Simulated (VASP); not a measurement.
**CsSnI3: single point with PBE**

The system is CsSnI3.

```
Cs Sn I
1.0
     6.49115    0.00000    0.00000
     0.00000    6.49115    0.00000
     0.00000    0.00000    6.18074
Cs Sn I
1 1 3
Cartesian
  0.0000 0.0000 0.0000
  3.2456 3.2456 3.0904
  3.2456 3.2456 0.0000
  3.2456 0.0000 3.0904
  0.0000 3.2456 3.0904
```

This cell differs from its parent crystal: epitaxial xy strain +4.0%.

| Quantity | Value |
| --- | --- |
| Program | VASP 6.6.1 |
| Task | single point |
| Functional | PBE |
| Potentials or basis | VASP PAW PBE potentials, release 64 (Cs_sv, Sn_d, I) |
| Cutoff | 520 eV |
| k mesh | 4 × 4 × 4 |
| Occupations | fermi-dirac, width 0.02 eV |
| Spin | no spin polarisation |
| Dipole correction | no |
| Further INCAR settings | ALGO = Normal; EDIFF = 1e-06; NBANDS = 30 |

| Quantity | Value |
| --- | --- |
| Pressure | -0.5 GPa |
| Band gap on the k mesh | 0.53 eV, direct |

Stress tensor (GPa, compression positive):
```
-0.94  0.00  0.00
 0.00 -0.94  0.00
 0.00  0.00  0.45
```

Levels at points of the mesh, in eV from the valence-band top:
```tsv
k point	band 19	band 20	band 21	band 22	band 23	band 24	band 25	band 26
(0.00, 0.00, 0.00)	-1.80	-1.73	-1.71	-1.71	2.53	3.56	3.66	3.87
(0.50, 0.00, 0.00)	-1.97	-1.80	-1.79	-1.40	1.31	3.86	3.99	4.24
(0.50, 0.50, 0.00)	-2.04	-2.04	-1.39	-0.84	1.05	1.05	4.50	4.55
(0.00, 0.00, 0.50)	-1.96	-1.82	-1.82	-1.11	1.38	3.90	3.90	4.07
(0.50, 0.00, 0.50)	-2.08	-2.07	-1.33	-0.55	0.90	1.13	3.66	4.48
(0.50, 0.50, 0.50)	-1.37	-1.31	-1.31	0.00	0.53	0.53	0.81	3.40
```

It took 2.6 min on 1 thread of Oxide Virtual Turin-like Processor, with other jobs on the host, peak memory 0.37 GiB.

Caveat: the cell differs from its parent crystal (epitaxial xy strain +4.0%); spin-orbit coupling is left out, which moves the levels of the heavy elements. A k mesh can miss the band edges.
